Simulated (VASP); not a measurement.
The system is GaP.

```
CELL_PARAMETERS angstrom
0.00000 2.72550 2.72550
2.72550 0.00000 2.72550
2.72550 2.72550 0.00000
ATOMIC_POSITIONS crystal
Ga 0.00000 0.00000 0.00000
P 0.25000 0.25000 0.25000
```

Base run:

| Quantity | Value |
| --- | --- |
| Program | VASP 6.6.1 |
| Functional | PBE |
| Potentials or basis | VASP PAW PBE potentials, release 64 (Ga_d, P) |
| Cutoff | 500 eV |
| k mesh | 6 × 6 × 6 |
| Occupations | gaussian, width 0.01 eV |
| Spin | no spin polarisation |

Its results: band gap on the k mesh 1.65 eV, indirect (least direct gap 1.82 eV); pressure 2.4 GPa.

Q: The run is repeated on the same cell with these changes: k mesh from 6 × 6 × 6 to 2 × 2 × 2. What comes out?

A: Band gap on the k mesh 1.46 eV, indirect (least direct gap 1.76 eV); pressure 9.3 GPa.

Caveats: some runs use coarse meshes.

A k mesh can miss the band edges.
